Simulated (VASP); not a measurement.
# MgI2 (P-3m1) in VASP: band structure with r2SCAN

Aim: the band structure of MgI2 with r2SCAN.

All numbers are computed with VASP 6.6.1; they aren't measurements. Logs are shortened: lines on timing, memory, paths and dates and some standing lists are left out, and cuts for length are marked.

### Step 1. The cell of the first run

The structure is trigonal, space group P-3m1 (No. 164). Conventional cell: a = 4.140 Å, b = 4.140 Å, c = 6.880 Å, α = 90.00°, β = 90.00°, γ = 120.00°. I (site symmetry 3m) has 3 Mg at 2.94 Å within 3.9 Å. Within 3.9 Å of Mg (site symmetry -3m) lie 6 I at 2.94 Å.

### Step 2. Band structure, r2SCAN, non-collinear spin, zero start, spin-orbit coupling

Contents of INCAR:

```
METAGGA = R2SCAN
LSORBIT = True
MAGMOM = 0 0 0 0 0 0 0 0 0
LORBIT = 11
ISMEAR = 0
SIGMA = 0.03
LWAVE = False
LCHARG = False
NBANDS = 42
PREC = Accurate
LASPH = True
LREAL = False
ALGO = Normal
EDIFF = 1E-6
NELM = 200
GGA_COMPAT = False
ENCUT = 230
EFERMI = MIDGAP
LMIXTAU = True
KPAR = 2
```

Contents of KPOINTS:

```
Automatic mesh
0
Gamma
  5 5 3
  0 0 0
```

Contents of KPOINTS_OPT:

```
path GMKGALHA,LM,KH
12
line-mode
reciprocal
 0.0000000000  0.0000000000  0.0000000000  G
 0.5000000000  0.0000000000  0.0000000000  M

 0.5000000000  0.0000000000  0.0000000000  M
 0.3333333333  0.3333333333  0.0000000000  K

 0.3333333333  0.3333333333  0.0000000000  K
 0.0000000000  0.0000000000  0.0000000000  G

 0.0000000000  0.0000000000  0.0000000000  G
 0.0000000000  0.0000000000  0.5000000000  A

 0.0000000000  0.0000000000  0.5000000000  A
 0.5000000000  0.0000000000  0.5000000000  L

 0.5000000000  0.0000000000  0.5000000000  L
 0.3333333333  0.3333333333  0.5000000000  H

 0.3333333333  0.3333333333  0.5000000000  H
 0.0000000000  0.0000000000  0.5000000000  A

 0.5000000000  0.0000000000  0.5000000000  L
 0.5000000000  0.0000000000  0.0000000000  M

 0.3333333333  0.3333333333  0.0000000000  K
 0.3333333333  0.3333333333  0.5000000000  H
```

Contents of POSCAR:

```
MgI2
1.0
    4.1400000000      0.0000000000      0.0000000000
   -2.0700000000      3.5853451717      0.0000000000
    0.0000000000      0.0000000000      6.8800000000
I Mg
2 1
Direct
    0.6666666667      0.3333333333      0.7500000000
    0.3333333333      0.6666666667      0.2500000000
    0.0000000000      0.0000000000      0.0000000000
```

Potentials or basis: VASP PAW PBE potentials, release 64 (I, Mg).

Started as:

```
$ cat potpaw_PBE.64/I/POTCAR potpaw_PBE.64/Mg/POTCAR > POTCAR
$ mpirun -np 2 vasp_ncl > vasp.out
```

OUTCAR:

```text
METAGGA = R2SCAN
   LSORBIT = True
   LORBIT = 11
   ISMEAR = 0
   PREC = Accurate
   LASPH = True
   LREAL = False
   EDIFF = 1E-6
   NELM = 200
   ENCUT = 230
   EFERMI = MIDGAP

 Found     12 irreducible k-points:

 Following reciprocal coordinates:
            Coordinates               Weight
  0.000000  0.000000  0.000000      1.000000
  0.200000 -0.000000  0.000000      6.000000
  0.400000  0.000000  0.000000      6.000000
  0.200000  0.200000  0.000000      6.000000
  0.400000  0.200000  0.000000      6.000000
  0.000000  0.000000  0.333333      2.000000
   k-points           NKPTS =     12   k-points in BZ     NKDIM =     12   number of bands    NBANDS=     42
   number of dos      NEDOS =    301   number of ions     NIONS =      3
   total plane-waves  NPLWV =  14400
   dimension x,y,z NGX =    20 NGY =   20 NGZ =   36
   dimension x,y,z NGXF=    40 NGYF=   40 NGZF=   72
   ions per type =               2   1
   NGX,Y,Z   is equivalent  to a cutoff of   8.03,  8.03,  8.70 a.u.
   NGXF,Y,Z  is equivalent  to a cutoff of  16.06, 16.06, 17.40 a.u.
 SYSTEM =  unknown system
   PREC   = accura    normal or accurate (medium, high low for compatibility)
   ISTART =      0    job   : 0-new  1-cont  2-samecut
   ICHARG =      2    charge: 1-file 2-atom 10-const
   ISPIN  =      1    spin polarized calculation?
   LNONCOLLINEAR =      T non collinear calculations
   LSORBIT =      T    spin-orbit coupling
   LASPH  =      T    aspherical Exc in radial PAW
   ENCUT  =  230.0 eV  16.90 Ry    4.11 a.u.   5.12  5.12  8.51*2*pi/ulx,y,z
   NELM   =    200;   NELMIN=  2; NELMDL= -5     # of ELM steps
   EDIFF  = 0.1E-05   stopping-criterion for ELM
   LREAL  =      F    real-space projection
   EDIFFG = 0.1E-04   stopping-criterion for IOM
   NSW    =      0    number of steps for IOM
   IBRION =     -1    ionic relax: 0-MD 1-quasi-New 2-CG
   NFREE  =      0    steps in history (QN), initial steepest desc. (CG)
   ISIF   =      2    stress and relaxation
   ISYM   =      2    0-nonsym 1-usesym 2-fastsym
   POTIM  = 0.5000    time-step for ionic-motion
   TEBEG  =    0.0;   TEEND  =   0.0 temperature during run

   SCALEE = 1.0000    scale energy and forces
   PSTRESS=    0.0 pullay stress
   NELECT =      16.0000    total number of electrons
   NUPDOWN=      -1.0000    fix difference up-down
   EMIN   =  10.00;   EMAX   =-10.00  energy-range for DOS
   EFERMI =   0.00;   METHOD = MIDGAP
   ISMEAR =     0;   SIGMA  =   0.03  broadening in eV -4-tet -1-fermi 0-gaus
   EFERMI_NEDOS =   21; number of points for ismear=-14 and -15
   IALGO  =     38    algorithm
   IMIX   =      4    mixing-type and parameters
     AMIX     =   0.40;   BMIX     =  1.00
     AMIX_MAG =   1.60;   BMIX_MAG =  1.00
  volume/ion in A,a.u.               =      34.04       229.72
  Fermi-wavevector in a.u.,A,eV,Ry     =   0.882555  1.667786 10.597613  0.778903
  Thomas-Fermi vector in A             =   2.003202
   LORBIT       =     11    0 simple, 1 ext, 2 COOP (PROOUT), +10 PAW based schemes
   METAGGA = R2SCAN    functional components
   LHFCALC =     F    Hartree Fock is set to
   AEXX    =    0.0000 exact exchange contribution
   IVDW    =     0    specifies the selected vdW correction
   LEPSILON=     F    determine dielectric tensor
   LRPA    =     F    only Hartree local field effects (RPA)

   CSHIFT  =0.1000    complex shift for real part using Kramers Kronig

   OMEGAMAX=  -1.0    maximum frequency
 Gauss-broadening in eV      SIGMA  =   0.03
  energy-cutoff  :      230.00
  volume of cell :      102.12
 maximum number of plane-waves:      1626
   NGX = 11   NGY = 11   NGZ = 17

 number of electron      16.0000011 magnetization      -0.0000000      0.0000000     -0.0000000

 number of electron      16.0000011 magnetization       0.0000000      0.0000000     -0.0000000

 number of electron      16.0000011 magnetization       0.0000000      0.0000000      0.0000000

 Free energy of the ion-electron system (eV)
  ---------------------------------------------------
  ext. energy  EPLUGINS =         0.00000000
  ---------------------------------------------------
  free energy    TOTEN  =       -57.12497330 eV

  energy without entropy =      -57.12497330  energy(sigma->0) =      -57.12497330

 E-fermi :   4.2987     XC(G=0):  -8.6148

 val. band max:        2.4157646077   @ k =   0.0000   0.0000   0.0000
 cond. band min:       6.1815760939   @ k =   0.0000   0.4000   0.3333
 fundamental gap:      3.7658114863
 Fermi energy:         4.2986703508

 k-point     1 :       0.0000    0.0000    0.0000
  band No.  band energies     occupation
      1     -10.3325      1.00000
      2     -10.3325      1.00000
      3      -9.6105      1.00000
      4      -9.6105      1.00000
      5      -1.6053      1.00000
      6      -1.6053      1.00000
[... 20 lines left out ...]
     27      10.9076      0.00000
     28      10.9076      0.00000

 k-point     2 :       0.2000   -0.0000    0.0000
  band No.  band energies     occupation
      1     -10.1216      1.00000
      2     -10.1216      1.00000
      3      -9.5002      1.00000
      4      -9.5002      1.00000
      5      -1.3199      1.00000
      6      -1.3199      1.00000
[... 116 lines left out ...]
 k-point     6 :       0.0000    0.0000    0.3333
  band No.  band energies     occupation
      1     -10.2056      1.00000
      2     -10.2056      1.00000
      3      -9.7770      1.00000
      4      -9.7770      1.00000
      5      -1.0134      1.00000
      6      -1.0134      1.00000
[... 20 lines left out ...]
     27      10.5957      0.00000
     28      10.5957      0.00000

 [... further k-points ...]

 [bands above 28 left out]

------------------------ aborting loop because EDIFF is reached ----------------------------------------

  FORCE on cell =-STRESS in cart. coord.  units (eV):
  Direction    XX          YY          ZZ          XY          YZ          ZX
  --------------------------------------------------------------------------------------
  -------------------------------------------------------------------------------------
  Total        0.2542030      0.2542030     -0.2784108      0.0000000      0.0000000      0.0000000
  in kB        3.9881503      3.9881503     -4.3679428      0.0000000      0.0000000      0.0000000
  external PRESSURE =       1.2027860 kB  Pullay stress =       0.0000000 kB

 VOLUME and BASIS-vectors are now :
 -----------------------------------------------------------------------------
  energy-cutoff  :      230.00
  volume of cell :      102.12
      direct lattice vectors                 reciprocal lattice vectors
     4.140000000  0.000000000  0.000000000     0.241545894  0.139456587  0.000000000
    -2.070000000  3.585345172  0.000000000     0.000000000  0.278913174  0.000000000
     0.000000000  0.000000000  6.880000000     0.000000000  0.000000000  0.145348837

 POSITION                                       TOTAL-FORCE (eV/Angst)
 -----------------------------------------------------------------------------------
      2.07000      1.19512      5.16000        -0.000000      0.000000      0.305101
     -0.00000      2.39023      1.72000         0.000000     -0.000000     -0.305101
      0.00000      0.00000      0.00000         0.000000      0.000000      0.000000
 -----------------------------------------------------------------------------------
    total drift:                                0.000000     -0.000000      0.000000

  FREE ENERGIE OF THE ION-ELECTRON SYSTEM (eV)
  ---------------------------------------------------
  free  energy   TOTEN  =       -57.1249733040 eV

  energy  without entropy=      -57.1249733040  energy(sigma->0) =      -57.12497330

 Spin-Orbit-Coupling matrix elements

 Ion:    1  E_soc:     -0.2346159
 l=   1
     0.0000000    -0.0390670    -0.0391185
    -0.0390670     0.0000000    -0.0390670
    -0.0391185    -0.0390670     0.0000000
 l=   2
     0.0000000    -0.0000069     0.0000000    -0.0000069    -0.0000285
    -0.0000069     0.0000000    -0.0000049     0.0000105    -0.0000069
     0.0000000    -0.0000049     0.0000000    -0.0000049     0.0000000
    -0.0000069     0.0000105    -0.0000049     0.0000000    -0.0000069
    -0.0000285    -0.0000069     0.0000000    -0.0000069     0.0000000
 l=   3
     0.0000000     0.0000000     0.0000000     0.0000000     0.0000000     0.0000000     0.0000000
     0.0000000     0.0000000     0.0000000     0.0000000     0.0000000     0.0000000     0.0000000
     0.0000000     0.0000000     0.0000000     0.0000000     0.0000000     0.0000000     0.0000000
     0.0000000     0.0000000     0.0000000     0.0000000     0.0000000     0.0000000     0.0000000
     0.0000000     0.0000000     0.0000000     0.0000000     0.0000000     0.0000000     0.0000000
     0.0000000     0.0000000     0.0000000     0.0000000     0.0000000     0.0000000     0.0000000
     0.0000000     0.0000000     0.0000000     0.0000000     0.0000000     0.0000000     0.0000000

 Ion:    2  E_soc:     -0.2346159
 l=   1
     0.0000000    -0.0390670    -0.0391185
    -0.0390670     0.0000000    -0.0390670
    -0.0391185    -0.0390670     0.0000000
 l=   2
     0.0000000    -0.0000069     0.0000000    -0.0000069    -0.0000285
    -0.0000069     0.0000000    -0.0000049     0.0000105    -0.0000069
     0.0000000    -0.0000049     0.0000000    -0.0000049     0.0000000
    -0.0000069     0.0000105    -0.0000049     0.0000000    -0.0000069
    -0.0000285    -0.0000069     0.0000000    -0.0000069     0.0000000
 l=   3
     0.0000000     0.0000000     0.0000000     0.0000000     0.0000000     0.0000000     0.0000000
     0.0000000     0.0000000     0.0000000     0.0000000     0.0000000     0.0000000     0.0000000
     0.0000000     0.0000000     0.0000000     0.0000000     0.0000000     0.0000000     0.0000000
     0.0000000     0.0000000     0.0000000     0.0000000     0.0000000     0.0000000     0.0000000
     0.0000000     0.0000000     0.0000000     0.0000000     0.0000000     0.0000000     0.0000000
     0.0000000     0.0000000     0.0000000     0.0000000     0.0000000     0.0000000     0.0000000
     0.0000000     0.0000000     0.0000000     0.0000000     0.0000000     0.0000000     0.0000000

 Ion:    3  E_soc:     -0.0000993
 l=   1
     0.0000000    -0.0000161    -0.0000167
    -0.0000161     0.0000000    -0.0000161
    -0.0000167    -0.0000161     0.0000000
 l=   2
     0.0000000    -0.0000001     0.0000000    -0.0000001    -0.0000001
    -0.0000001     0.0000000    -0.0000001    -0.0000001    -0.0000001
     0.0000000    -0.0000001     0.0000000    -0.0000001     0.0000000
    -0.0000001    -0.0000001    -0.0000001     0.0000000    -0.0000001
    -0.0000001    -0.0000001     0.0000000    -0.0000001     0.0000000
 l=   3
     0.0000000     0.0000000     0.0000000     0.0000000     0.0000000     0.0000000     0.0000000
     0.0000000     0.0000000     0.0000000     0.0000000     0.0000000     0.0000000     0.0000000
     0.0000000     0.0000000     0.0000000     0.0000000     0.0000000     0.0000000     0.0000000
     0.0000000     0.0000000     0.0000000     0.0000000     0.0000000     0.0000000     0.0000000
     0.0000000     0.0000000     0.0000000     0.0000000     0.0000000     0.0000000     0.0000000
     0.0000000     0.0000000     0.0000000     0.0000000     0.0000000     0.0000000     0.0000000
     0.0000000     0.0000000     0.0000000     0.0000000     0.0000000     0.0000000     0.0000000

 total charge

# of ion       s       p       d       tot
------------------------------------------
    1        1.505   2.868   0.013   4.386
    2        1.505   2.868   0.013   4.386
    3        0.124   0.105   0.024   0.252
--------------------------------------------------
tot          3.135   5.840   0.049   9.024

 magnetization (x)

# of ion       s       p       d       tot
------------------------------------------
    1        0.000   0.000   0.000   0.000
    2        0.000   0.000   0.000   0.000
    3        0.000   0.000   0.000   0.000
--------------------------------------------------
tot          0.000   0.000   0.000   0.000

 magnetization (y)

# of ion       s       p       d       tot
------------------------------------------
    1       -0.000   0.000   0.000  -0.000
    2        0.000   0.000   0.000   0.000
    3       -0.000   0.000   0.000  -0.000
--------------------------------------------------
tot         -0.000   0.000   0.000   0.000

 magnetization (z)

# of ion       s       p       d       tot
------------------------------------------
    1        0.000   0.000   0.000   0.000
    2        0.000   0.000   0.000   0.000
    3        0.000   0.000   0.000   0.000
--------------------------------------------------
tot          0.000   0.000   0.000   0.000
```

Run time: 7.3 min. Hardware: 2 MPI ranks of Intel Xeon Platinum 8488C (Sapphire Rapids), shared host; peak memory 0.23 GiB.

What came out:

```yaml
Free_energy: -57.1250 eV
Pressure: 0.1 GPa
Largest_force: 0.305 eV/Å
Net_moment: 0.00 μB per cell
Valence_electrons_inside_the_program's_atomic_spheres: I 4.39; Mg 0.25
```

Forces on the atoms (eV/Å):
```
I    0.000  0.000  0.305
I    0.000  0.000 -0.305
Mg   0.000  0.000  0.000
```

Stress tensor (GPa, compression positive):
```
 0.40  0.00  0.00
 0.00  0.40  0.00
 0.00  0.00 -0.44
```

Moments on the atoms (μB; x, y, z):
```
I   0.00 0.00 0.00
I   0.00 0.00 0.00
Mg  0.00 0.00 0.00
```

Caveat: the cutoff is under 1.25 times the usual one of these potentials, so pressure, stress and relaxed cells hold a basis-set (Pulay) error; the PAW data sets were made with another functional, which shifts forces and pressure a little.
